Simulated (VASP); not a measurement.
# Mg3Sb2 in VASP: single point with PBE

Aim: the single point of Mg3Sb2 with PBE.

Program: VASP 6.6.1. These are calculated values, not measurements. Logs are shortened: lines on timing, memory, paths and dates and some standing lists are left out, and cuts for length are marked.

## (1) The cell of the first run

The typed cell holds 5 atoms: a = 4.587 Å, b = 4.587 Å, c = 7.252 Å, α = 90.00°, β = 90.00°, γ = 60.00°.

## (2) Single point, PBE

File POSCAR:

```
Mg3Sb2
1.0
    2.2936530000      3.9727190000      0.0000000000
   -2.2936530000      3.9727190000      0.0000000000
    0.0000000000      0.0000000000      7.2516140000
Mg Sb
3 2
Direct
    0.0000000000      0.0000000000      0.0000000000
    0.3333000000      0.3334000000      0.6300000000
    0.6667000000      0.6666000000      0.3700000000
    0.3333000000      0.3334000000      0.2350000000
    0.6667000000      0.6666000000      0.7650000000
```

File INCAR.step1:

```
SYSTEM = Mg3Sb2
ALGO = Normal ; EDIFF = 1E-6
ENCUT = 520 ; GGA = PE
GGA_COMPAT = .False. ; ISIF = 2
ISMEAR = -1 ; LASPH = .True.
LCHARG = .True. ; LORBIT = 11
LREAL = .False. ; LWAVE = .False.
NBANDS = 16 ; NEDOS = 2001
NELM = 120 ; PREC = Accurate
SIGMA = 0.1
```

File KPOINTS.step1:

```
k-points
0
Gamma
  9 9 5
  0 0 0
```

File INCAR.step2:

```
SYSTEM = Mg3Sb2
ALGO = Normal ; EDIFF = 1E-6
ENCUT = 520 ; GGA = PE
GGA_COMPAT = .False. ; ICHARG = 11
ISIF = 2 ; ISMEAR = -5
LASPH = .True. ; LCHARG = .False.
LORBIT = 11 ; LREAL = .False.
LWAVE = .False. ; NBANDS = 16
NEDOS = 1001 ; NELM = 120
PREC = Accurate ; SIGMA = 0.1
```

File KPOINTS.step2:

```
k-points
0
Gamma
  14 14 8
  0 0 0
```

Potentials or basis: VASP PAW PBE potentials, release 64 (Mg, Sb).

The run is started by

```console
$ cat potpaw_PBE.64/Mg/POTCAR potpaw_PBE.64/Sb/POTCAR > POTCAR
$ cp INCAR.step1 INCAR
$ cp KPOINTS.step1 KPOINTS
$ mpirun -np 1 vasp_std > vasp.out
$ cp INCAR.step2 INCAR
$ cp KPOINTS.step2 KPOINTS
$ mpirun -np 1 vasp_std > vasp.out
```

OUTCAR:

```text
SYSTEM = Mg3Sb2
   EDIFF = 1E-6
   ENCUT = 520
   GGA = PE
   ICHARG = 11
   ISIF = 2
   ISMEAR = -5
   LASPH = .True.
   LORBIT = 11
   LREAL = .False.
   NELM = 120
   PREC = Accurate

 ion  position               nearest neighbor table
   1  0.000  0.000  0.000-   5 3.15   4 3.15   5 3.15   4 3.15   5 3.15   4 3.15
   2  0.333  0.333  0.630-   5 2.82   5 2.82   5 2.82   4 2.86   3 3.25   3 3.25   3 3.25
   3  0.667  0.667  0.370-   4 2.82   4 2.82   4 2.82   5 2.86   2 3.25   2 3.25   2 3.25
   4  0.333  0.333  0.235-   3 2.82   3 2.82   3 2.82   2 2.86   1 3.15   1 3.15   1 3.15
   5  0.667  0.667  0.765-   2 2.82   2 2.82   2 2.82   3 2.86   1 3.15   1 3.15   1 3.15

  LATTYP: Found a hexagonal cell.
 ALAT       =     4.5873020761
 C/A-ratio  =     1.5808014994

  Lattice vectors:

 A1 = (   2.2936530000,  -3.9727190000,   0.0000000000)
 A2 = (   2.2936530000,   3.9727190000,   0.0000000000)
 A3 = (   0.0000000000,   0.0000000000,   7.2516140000)

Analysis of symmetry for initial positions (statically):
=====================================================================
 Subroutine PRICEL returns:
 Original cell was already a primitive cell.

 Routine SETGRP: Setting up the symmetry group for a
 hexagonal supercell.

 Subroutine GETGRP returns: Found  4 space group operations
 (whereof  4 operations were pure point group operations)
 out of a pool of 24 trial point group operations.

The static configuration has the point symmetry C_2h.

Analysis of symmetry for dynamics (positions and initial velocities):
=====================================================================
 Subroutine PRICEL returns:
 Original cell was already a primitive cell.

 Routine SETGRP: Setting up the symmetry group for a
 hexagonal supercell.

 Subroutine GETGRP returns: Found  4 space group operations
 (whereof  4 operations were pure point group operations)
 out of a pool of 24 trial point group operations.

The dynamic configuration has the point symmetry C_2h.

 Subroutine INISYM returns: Found  4 space group operations
 (whereof  4 operations are pure point group operations),
 and found     1 'primitive' translations

----------------------------------------------------------------------------------------

                                     Primitive cell

  volume of cell :     132.1540

  direct lattice vectors                    reciprocal lattice vectors
     2.293653000  3.972719000  0.000000000     0.217992870  0.125858386  0.000000000
    -2.293653000  3.972719000  0.000000000    -0.217992870  0.125858386  0.000000000
     0.000000000  0.000000000  7.251614000     0.000000000  0.000000000  0.137900335

  length of vectors
     4.587302076  4.587302076  7.251614000     0.251716556  0.251716556  0.137900335

  position of ions in fractional coordinates (direct lattice)
     0.000000000  0.000000000  0.000000000
     0.333300000  0.333400000  0.630000000
     0.666700000  0.666600000  0.370000000
     0.333300000  0.333400000  0.235000000
     0.666700000  0.666600000  0.765000000

  ion indices of the primitive-cell ions
   primitive index   ion index
                 1           1
                 2           2
                 3           3
                 4           4
                 5           5

----------------------------------------------------------------------------------------

 KPOINTS: k-points

Automatic generation of k-mesh.
 Grid dimensions read from file:
 generate k-points for:   14   14    8

 Generating k-lattice:

  Cartesian coordinates                     Fractional coordinates (reciprocal lattice)
     0.015570919  0.008989885  0.000000000     0.071428571  0.000000000  0.000000000
    -0.015570919  0.008989885  0.000000000     0.000000000  0.071428571  0.000000000
     0.000000000  0.000000000  0.017237542     0.000000000  0.000000000  0.125000000

  Length of vectors
     0.017979754  0.017979754  0.017237542

  Shift w.r.t. Gamma in fractional coordinates (k-lattice)
     0.000000000  0.000000000  0.000000000

 TETIRR: Found   4702 inequivalent tetrahedra from     9408

 Subroutine IBZKPT returns following result:
 ===========================================

 Found    429 irreducible k-points:

 Following reciprocal coordinates:
            Coordinates               Weight
  0.000000  0.000000  0.000000      1.000000
  0.071429 -0.000000  0.000000      4.000000
 -0.000000  0.071429  0.000000      2.000000
  0.142857 -0.000000  0.000000      4.000000
 -0.000000  0.142857  0.000000      2.000000
  0.214286 -0.000000  0.000000      4.000000
[... 16 lines left out ...]
 -0.071429  0.214286  0.000000      4.000000
  0.357143  0.071429  0.000000      4.000000
 [... further k-points ...]
   k-points           NKPTS =    429   k-points in BZ     NKDIM =    429   number of bands    NBANDS=     16
   number of dos      NEDOS =   1001   number of ions     NIONS =      5
   total plane-waves  NPLWV =  69984
   dimension x,y,z NGX =    36 NGY =   36 NGZ =   54
   dimension x,y,z NGXF=    72 NGYF=   72 NGZF=  108
   ions per type =               3   2
   NGX,Y,Z   is equivalent  to a cutoff of  13.05, 13.05, 12.38 a.u.
   NGXF,Y,Z  is equivalent  to a cutoff of  26.09, 26.09, 24.76 a.u.
 SYSTEM =  Mg3Sb2
   PREC   = accura    normal or accurate (medium, high low for compatibility)
   ISTART =      0    job   : 0-new  1-cont  2-samecut
   ICHARG =     11    charge: 1-file 2-atom 10-const
   ISPIN  =      1    spin polarized calculation?
   LNONCOLLINEAR =      F non collinear calculations
   LSORBIT =      F    spin-orbit coupling
   LASPH  =      T    aspherical Exc in radial PAW
   ENCUT  =  520.0 eV  38.22 Ry    6.18 a.u.   8.53  8.53 13.48*2*pi/ulx,y,z
   NELM   =    120;   NELMIN=  2; NELMDL=  0     # of ELM steps
   EDIFF  = 0.1E-05   stopping-criterion for ELM
   LREAL  =      F    real-space projection
   EDIFFG = 0.1E-04   stopping-criterion for IOM
   NSW    =      0    number of steps for IOM
   IBRION =     -1    ionic relax: 0-MD 1-quasi-New 2-CG
   NFREE  =      0    steps in history (QN), initial steepest desc. (CG)
   ISIF   =      2    stress and relaxation
   ISYM   =      2    0-nonsym 1-usesym 2-fastsym
   POTIM  = 0.5000    time-step for ionic-motion
   TEBEG  =    0.0;   TEEND  =   0.0 temperature during run
   PSTRESS=    0.0 pullay stress
   NELECT =      16.0000    total number of electrons
   NUPDOWN=      -1.0000    fix difference up-down
   EMIN   =  10.00;   EMAX   =-10.00  energy-range for DOS
   EFERMI =   0.00;   METHOD = LEGACY
   ISMEAR =    -5;   SIGMA  =   0.10  broadening in eV -4-tet -1-fermi 0-gaus
   EFERMI_NEDOS =   21; number of points for ismear=-14 and -15
   IALGO  =     38    algorithm
   IMIX   =      4    mixing-type and parameters
     AMIX     =   0.40;   BMIX     =  1.00
     AMIX_MAG =   1.60;   BMIX_MAG =  1.00
  volume/ion in A,a.u.               =      26.43       178.36
  Fermi-wavevector in a.u.,A,eV,Ry     =   0.809881  1.530454  8.924168  0.655908
  Thomas-Fermi vector in A             =   1.918954
   LORBIT       =     11    0 simple, 1 ext, 2 COOP (PROOUT), +10 PAW based schemes
   GGA     = PE    functional components
   LHFCALC =     F    Hartree Fock is set to
   AEXX    =    0.0000 exact exchange contribution
   IVDW    =     0    specifies the selected vdW correction
   LEPSILON=     F    determine dielectric tensor
   LRPA    =     F    only Hartree local field effects (RPA)
 non-spin polarized calculation
 Fermi weights with tetrahedron method with Bloechl corrections
  energy-cutoff  :      520.00
  volume of cell :      132.15
 maximum number of plane-waves:      3598
 NGX is ok and might be reduce to    36

 number of electron      15.9999999 magnetization

 Free energy of the ion-electron system (eV)
  ---------------------------------------------------
  ext. energy  EPLUGINS =         0.00000000
  ---------------------------------------------------
  free energy    TOTEN  =       -14.61096853 eV

  energy without entropy =      -14.61096853  energy(sigma->0) =      -14.61096853

 E-fermi :   4.3172     XC(G=0):  -8.7516

 val. band max:        4.3100252587   @ k =   0.0000   0.0000   0.0000
 cond. band min:       4.5108797878   @ k =   0.4286   0.4286   0.3750
 fundamental gap:      0.2008545291
 Fermi energy:         4.3172477517

 k-point     1 :       0.0000    0.0000    0.0000
  band No.  band energies     occupation
      1      -5.8766      2.00000
      2      -4.6689      2.00000
      3      -0.5054      2.00000
      4       3.2803      2.00000
      5       3.2815      2.00000
      6       3.9967      2.00000
[... 8 lines left out ...]
     15       8.4682      0.00000
     16       9.3982      0.00000

 k-point     2 :       0.0714   -0.0000    0.0000
  band No.  band energies     occupation
      1      -5.8419      2.00000
      2      -4.6482      2.00000
      3      -0.4616      2.00000
      4       2.9104      2.00000
      5       3.1755      2.00000
      6       3.6114      2.00000
[... 8 lines left out ...]
     15       8.4967      0.00000
     16       8.9697      0.00000

 k-point     3 :      -0.0000    0.0714    0.0000
  band No.  band energies     occupation
      1      -5.8419      2.00000
      2      -4.6482      2.00000
      3      -0.4616      2.00000
      4       2.9110      2.00000
      5       3.1747      2.00000
      6       3.6115      2.00000
[... 8 lines left out ...]
     15       8.4969      0.00000
     16       8.9690      0.00000
[... 362 lines left out ...]
 k-point    23 :      -0.0714    0.2143    0.0000
  band No.  band energies     occupation
      1      -5.4531      2.00000
      2      -4.4541      2.00000
      3       0.0462      2.00000
      4       1.0838      2.00000
      5       1.7428      2.00000
      6       2.5542      2.00000
[... 8 lines left out ...]
     15       9.3859      0.00000
     16       9.6271      0.00000

 k-point    24 :       0.3571    0.0714    0.0000
  band No.  band energies     occupation
      1      -5.2273      2.00000
      2      -4.3845      2.00000
      3       0.3022      2.00000
      4       0.5657      2.00000
      5       1.2767      2.00000
      6       2.2336      2.00000
[... 8 lines left out ...]
     15       9.4606      0.00000
     16      10.4497      0.00000

 [... further k-points ...]
[... 5 lines left out ...]
  --------------------------------------------------------------------------------------
  -------------------------------------------------------------------------------------
  Total        0.4754594      0.4805629      1.0959011      0.0044207      0.0017924     -0.0031046
  in kB        5.7642634      5.8261361     13.2862284      0.0535948      0.0217308     -0.0376389
  external PRESSURE =       8.2922093 kB  Pullay stress =       0.0000000 kB

 VOLUME and BASIS-vectors are now :
 -----------------------------------------------------------------------------
  energy-cutoff  :      520.00
  volume of cell :      132.15
      direct lattice vectors                 reciprocal lattice vectors
     2.293653000  3.972719000  0.000000000     0.217992870  0.125858386  0.000000000
    -2.293653000  3.972719000  0.000000000    -0.217992870  0.125858386  0.000000000
     0.000000000  0.000000000  7.251614000     0.000000000  0.000000000  0.137900335

 POSITION                                       TOTAL-FORCE (eV/Angst)
 -----------------------------------------------------------------------------------
      0.00000      0.00000      0.00000        -0.000000      0.000000      0.000000
     -0.00023      2.64861      4.56852         0.001829     -0.001056      0.149736
      0.00023      5.29683      2.68310        -0.001829      0.001056     -0.149736
     -0.00023      2.64861      1.70413         0.001731     -0.000999     -0.483877
      0.00023      5.29683      5.54748        -0.001731      0.000999      0.483877
 -----------------------------------------------------------------------------------
    total drift:                               -0.000000      0.000000     -0.000000

  FREE ENERGIE OF THE ION-ELECTRON SYSTEM (eV)
  ---------------------------------------------------
  free  energy   TOTEN  =       -14.6109685342 eV

  energy  without entropy=      -14.6109685342  energy(sigma->0) =      -14.61096853

 total charge

# of ion       s       p       d       tot
------------------------------------------
    1        0.151   0.092   0.017   0.260
    2        0.185   0.137   0.024   0.346
    3        0.185   0.137   0.024   0.346
    4        1.118   1.419   0.012   2.549
    5        1.118   1.419   0.012   2.549
--------------------------------------------------
tot          2.756   3.205   0.089   6.050
```

It took 7.7 min on 1 thread of Intel Xeon Platinum 8488C (Sapphire Rapids), shared host; peak memory 0.94 GiB.

What came out:

| Property | Result |
| --- | --- |
| Valence electrons inside the program's atomic spheres | Mg 0.26, 0.35 (each value once); Sb 2.55 |

Caveat: spin-orbit coupling is left out, which moves the levels of the heavy elements.
